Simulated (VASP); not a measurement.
# Si (Fd-3m) in VASP: further runs

The runs below take Si through single point, with PBEsol.

All numbers are computed with VASP 6.6.1; they aren't measurements. Logs are shortened: lines on timing, memory, paths and dates and some standing lists are left out, and cuts for length are marked.

### 1 The cell of the first run

Symmetry: Fd-3m, No. 227, cubic system. The conventional cell has a = 5.430 Å, b = 5.430 Å, c = 5.430 Å, α = 90.00°, β = 90.00°, γ = 90.00°. Si (site symmetry -43m) has 4 Si at 2.35 Å within 3.1 Å.

### 2 Single point, PBEsol

File INCAR:

```
ALGO = Normal ; EDIFF = 1E-6
ENCUT = 520 ; GGA = PS
ISIF = 2 ; ISMEAR = 0
LASPH = True ; LCHARG = True
LELF = True ; LREAL = False
LVHAR = True ; LWAVE = False
NBANDS = 11 ; NELM = 80
PREC = Accurate ; SIGMA = 0.05
```

File KPOINTS:

```
k-points
0
Gamma
  14 14 14
```

File POSCAR:

```
Si
1.0
    0.0000000000      2.7150000000      2.7150000000
    2.7150000000      0.0000000000      2.7150000000
    2.7150000000      2.7150000000      0.0000000000
Si
2
Direct
    0.5000000000      0.5000000000      0.5000000000
    0.7500000000      0.7500000000      0.7500000000
```

Potentials or basis: VASP PAW PBE potentials, release 64 (Si).

Launch:

```console
$ cat potpaw_PBE.64/Si/POTCAR > POTCAR
$ mpirun -np 1 vasp_std > vasp.out
```

OUTCAR:

```text
EDIFF = 1E-6
   ENCUT = 520
   GGA = PS
   ISIF = 2
   ISMEAR = 0
   LASPH = True
   LREAL = False
   NELM = 80
   PREC = Accurate

 ion  position               nearest neighbor table
   1  0.500  0.500  0.500-   2 2.35   2 2.35   2 2.35   2 2.35
   2  0.750  0.750  0.750-   1 2.35   1 2.35   1 2.35   1 2.35

  LATTYP: Found a face centered cubic cell.
 ALAT       =     5.4300000000

  Lattice vectors:

 A1 = (   0.0000000000,   2.7150000000,   2.7150000000)
 A2 = (   2.7150000000,   0.0000000000,   2.7150000000)
 A3 = (   2.7150000000,   2.7150000000,   0.0000000000)

Analysis of symmetry for initial positions (statically):
=====================================================================
 Subroutine PRICEL returns:
 Original cell was already a primitive cell.

 Routine SETGRP: Setting up the symmetry group for a
 face centered cubic supercell.

 Subroutine GETGRP returns: Found 48 space group operations
 (whereof 24 operations were pure point group operations)
 out of a pool of 48 trial point group operations.

The static configuration has the point symmetry T_d .
 The point group associated with its full space group is O_h .

Analysis of symmetry for dynamics (positions and initial velocities):
=====================================================================
 Subroutine PRICEL returns:
 Original cell was already a primitive cell.

 Routine SETGRP: Setting up the symmetry group for a
 face centered cubic supercell.

 Subroutine GETGRP returns: Found 48 space group operations
 (whereof 24 operations were pure point group operations)
 out of a pool of 48 trial point group operations.

The dynamic configuration has the point symmetry T_d .
 The point group associated with its full space group is O_h .

 Subroutine INISYM returns: Found 48 space group operations
 (whereof 24 operations are pure point group operations),
 and found     1 'primitive' translations

----------------------------------------------------------------------------------------

                                     Primitive cell

  volume of cell :      40.0258

  direct lattice vectors                    reciprocal lattice vectors
     0.000000000  2.715000000  2.715000000    -0.184162063  0.184162063  0.184162063
     2.715000000  0.000000000  2.715000000     0.184162063 -0.184162063  0.184162063
     2.715000000  2.715000000  0.000000000     0.184162063  0.184162063 -0.184162063

  length of vectors
     3.839589822  3.839589822  3.839589822     0.318978049  0.318978049  0.318978049

  position of ions in fractional coordinates (direct lattice)
[... 83 lines left out ...]
   IBRION =     -1    ionic relax: 0-MD 1-quasi-New 2-CG
   NFREE  =      0    steps in history (QN), initial steepest desc. (CG)
   ISIF   =      2    stress and relaxation
   ISYM   =      2    0-nonsym 1-usesym 2-fastsym
   POTIM  = 0.5000    time-step for ionic-motion
   TEBEG  =    0.0;   TEEND  =   0.0 temperature during run
   PSTRESS=    0.0 pullay stress
   NELECT =       8.0000    total number of electrons
   NUPDOWN=      -1.0000    fix difference up-down
   EMIN   =  10.00;   EMAX   =-10.00  energy-range for DOS
   EFERMI =   0.00;   METHOD = LEGACY
   ISMEAR =     0;   SIGMA  =   0.05  broadening in eV -4-tet -1-fermi 0-gaus
   EFERMI_NEDOS =   21; number of points for ismear=-14 and -15
   IALGO  =     38    algorithm
   IMIX   =      4    mixing-type and parameters
     AMIX     =   0.40;   BMIX     =  1.00
     AMIX_MAG =   1.60;   BMIX_MAG =  1.00
  volume/ion in A,a.u.               =      20.01       135.05
  Fermi-wavevector in a.u.,A,eV,Ry     =   0.957176  1.808800 12.465458  0.916185
  Thomas-Fermi vector in A             =   2.086170
   LORBIT       =      0    0 simple, 1 ext, 2 COOP (PROOUT), +10 PAW based schemes
   GGA     = PS    functional components
   LHFCALC =     F    Hartree Fock is set to
   AEXX    =    0.0000 exact exchange contribution
   IVDW    =     0    specifies the selected vdW correction
   LEPSILON=     F    determine dielectric tensor
   LRPA    =     F    only Hartree local field effects (RPA)
 non-spin polarized calculation
 Gauss-broadening in eV      SIGMA  =   0.05
  energy-cutoff  :      520.00
  volume of cell :       40.03
 maximum number of plane-waves:      1090
 NGX is ok and might be reduce to    30
   NGX = 15   NGY = 15   NGZ = 15

 number of electron       8.0000000 magnetization

 Free energy of the ion-electron system (eV)
  ---------------------------------------------------
  ext. energy  EPLUGINS =         0.00000000
  ---------------------------------------------------
  free energy    TOTEN  =       -11.49327332 eV

  energy without entropy =      -11.49327332  energy(sigma->0) =      -11.49327332

 E-fermi :   6.0462     XC(G=0):  -9.5553

 val. band max:        5.7935424922   @ k =   0.0000   0.0000   0.0000
 cond. band min:       6.2493964870   @ k =   0.4286   0.4286   0.0000
 fundamental gap:      0.4558539949
 Fermi energy:         6.0462120650

 k-point     1 :       0.0000    0.0000    0.0000
  band No.  band energies     occupation
      1      -6.1994      2.00000
      2       5.7935      2.00000
      3       5.7935      2.00000
      4       5.7935      2.00000
      5       8.3112      0.00000
      6       8.3112      0.00000
      7       8.3112      0.00000
      8       9.1222      0.00000
      9      13.4824      0.00000
     10      13.4824      0.00000
     11      13.5057      0.00000
[... 309 lines left out ...]
 k-point    24 :       0.2857    0.1429    0.0000
  band No.  band energies     occupation
      1      -5.2316      2.00000
      2       2.0197      2.00000
      3       4.2190      2.00000
      4       4.2615      2.00000
      5       7.7928      0.00000
      6       9.6657      0.00000
      7      10.2558      0.00000
      8      10.5097      0.00000
      9      13.9240      0.00000
     10      14.2521      0.00000
     11      15.8311      0.00000

 [... further k-points ...]
[... 5 lines left out ...]
  --------------------------------------------------------------------------------------
  -------------------------------------------------------------------------------------
  Total        0.0749544      0.0749544      0.0749544      0.0000000     -0.0000000     -0.0000000
  in kB        3.0003238      3.0003238      3.0003238      0.0000000     -0.0000000     -0.0000000
  external PRESSURE =       3.0003238 kB  Pullay stress =       0.0000000 kB

 VOLUME and BASIS-vectors are now :
 -----------------------------------------------------------------------------
  energy-cutoff  :      520.00
  volume of cell :       40.03
      direct lattice vectors                 reciprocal lattice vectors
     0.000000000  2.715000000  2.715000000    -0.184162063  0.184162063  0.184162063
     2.715000000  0.000000000  2.715000000     0.184162063 -0.184162063  0.184162063
     2.715000000  2.715000000  0.000000000     0.184162063  0.184162063 -0.184162063

 POSITION                                       TOTAL-FORCE (eV/Angst)
 -----------------------------------------------------------------------------------
      2.71500      2.71500      2.71500        -0.000000      0.000000      0.000000
      4.07250      4.07250      4.07250         0.000000     -0.000000     -0.000000
 -----------------------------------------------------------------------------------
    total drift:                                0.000000     -0.000000     -0.000000

  FREE ENERGIE OF THE ION-ELECTRON SYSTEM (eV)
  ---------------------------------------------------
  free  energy   TOTEN  =       -11.4932733198 eV

  energy  without entropy=      -11.4932733198  energy(sigma->0) =      -11.49327332
```

It took 44 s on 1 thread of Intel Xeon Platinum 8259CL at 2.50GHz (Skylake/Cascade Lake), shared host; peak memory 0.18 GiB.

What came out:

* Free energy: -11.4933 eV
* Pressure: 0.3 GPa
* Band gap on the k mesh: 0.46 eV, indirect (least direct gap 2.52 eV)

Levels at points of the mesh, in eV from the valence-band top:
| k point | band 2 | band 3 | band 4 | band 5 | band 6 | band 7 |
| --- | --- | --- | --- | --- | --- | --- |
| (0.00, 0.00, 0.00) | 0.00 | 0.00 | 0.00 | 2.52 | 2.52 | 2.52 |
| (0.50, 0.00, 0.00) | -7.02 | -1.20 | -1.20 | 1.47 | 3.27 | 3.27 |
| (0.50, 0.50, 0.00) | -7.83 | -2.88 | -2.88 | 0.59 | 0.59 | 10.07 |

Caveat: the PAW data sets were made with another functional, which shifts forces and pressure a little.

### 3 Single point, PBEsol

File INCAR:

```
ALGO = Normal ; EDIFF = 1E-6
ENCUT = 520 ; GGA = PS
ISIF = 2 ; ISMEAR = 0
LASPH = T ; LCHARG = F
LREAL = F ; LWAVE = F
NBANDS = 11 ; NELM = 80
PREC = Accurate ; SIGMA = 0.05
```

KPOINTS is that of step 2.

File POSCAR:

```
Si
1.0
    0.0000000000      2.7161497812      2.7161497812
    2.7161497812      0.0000000000      2.7161497812
    2.7161497812      2.7161497812      0.0000000000
Si
2
Direct
    0.5000000000      0.5000000000      0.5000000000
    0.7500000000      0.7500000000      0.7500000000
```

Potentials or basis: VASP PAW PBE potentials, release 64 (Si).

Launch:

```console
$ cat potpaw_PBE.64/Si/POTCAR > POTCAR
$ mpirun -np 1 vasp_std > vasp.out
```

Run time: 46 s. Hardware: 1 thread of Intel Xeon Platinum 8259CL at 2.50GHz (Skylake/Cascade Lake), shared host; peak memory 0.18 GiB.

The run converged. Its results:

```
Free energy            : -11.4934 eV
Pressure               : 0.2 GPa
Band gap on the k mesh : 0.46 eV, indirect (least direct gap 2.52 eV)
```

Levels at points of the mesh, in eV from the valence-band top:
```
           k point  band 1  band 2  band 3  band 4  band 5  band 6  band 7  band 8  band 9
(0.00, 0.00, 0.00)  -11.98    0.00    0.00    0.00    2.52    2.52    2.52    3.31    7.69
(0.50, 0.00, 0.00)   -9.64   -7.01   -1.20   -1.20    1.46    3.27    3.27    7.51   10.51
(0.50, 0.50, 0.00)   -7.83   -7.83   -2.87   -2.87    0.59    0.59   10.06   10.06   10.93
```

Caveat: the PAW data sets were made with another functional, which shifts forces and pressure a little.
